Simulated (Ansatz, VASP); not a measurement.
**Be4Pd: VASP beside Ansatz**

```
CELL_PARAMETERS angstrom
3.73696 0.00000 0.00000
0.00000 3.73696 0.00000
0.00000 0.00000 3.73696
ATOMIC_POSITIONS crystal
Be 0.00000 0.50000 0.50000
Be 0.50000 0.00000 0.50000
Be 0.50000 0.50000 0.00000
Be 0.50000 0.50000 0.50000
Pd 0.00000 0.00000 0.00000
```

Alike in both runs: functional PBE; k mesh 6 × 6 × 6; occupations gaussian, width 0.1 eV; no spin polarisation.

Ansatz relaxed the structure, and its values are those at the end. VASP's run is a single point on that final structure, the one shown.

|  | VASP | Ansatz |
| --- | --- | --- |
| version | VASP 6.6.1 | Ansatz 0.2.0 |
| potentials or method | VASP PAW PBE potentials, release 64 (Be, Pd), cutoff 520 eV | scalar-relativistic, plane waves, PAW |
| valence electrons in the cell | 18 | 26 |

```tsv
	VASP	Ansatz	Ansatz less VASP
gap on the k mesh at the Fermi level (eV)	none	none	-
pressure (GPa)	0.2	0.1	-0.05
```

A gap of «none» marks a metal or a gap that the smearing closes. With one functional, cell and mesh, what is left measures potentials, basis and numerics. VASP's potentials hold 18 valence electrons a cell and Ansatz's 26, so a difference there can come from the potentials and not from the codes.
